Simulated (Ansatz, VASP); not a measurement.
RbIr3 in VASP and in Ansatz

```
Rb Ir
1.0
     7.80916    0.00000    0.00000
    -3.90458    6.76293    0.00000
     0.00000    0.00000    4.44777
Rb Ir
2 6
Direct
  0.33333 0.66667 0.25000
  0.66667 0.33333 0.75000
  0.89265 0.78530 0.25000
  0.10735 0.89265 0.75000
  0.21470 0.10735 0.25000
  0.10735 0.21470 0.75000
  0.89265 0.10735 0.25000
  0.78530 0.89265 0.75000
```

Alike in both runs: functional PBE; k mesh 3 × 3 × 4; occupations gaussian, width 0.1 eV; no spin polarisation.

Ansatz relaxed the structure, and its values are those at the end. VASP's run is a single point on that final structure, the one shown.

|  | VASP | Ansatz |
| --- | --- | --- |
| version | VASP 6.6.1 | Ansatz 0.2.0 |
| potentials or method | VASP PAW PBE potentials, release 64 (Rb_sv, Ir), cutoff 520 eV | scalar-relativistic, plane waves, PAW |
| valence electrons in the cell | 72 | 120 |

Ansatz gave:

* gap on the k mesh at the Fermi level (eV): none
* pressure (GPa): 0.0
* rms of the force components (eV/Å): 0.005

Problem. What did VASP give for the same quantities?

Solution. gap on the k mesh at the Fermi level (eV): none; pressure (GPa): 0.2; rms of the force components (eV/Å): 0.037.

A gap of «none» marks a metal or a gap that the smearing closes. VASP's potentials hold 72 valence electrons a cell and Ansatz's 120, so a difference there can come from the potentials and not from the codes.

Neither program's run includes spin-orbit coupling.
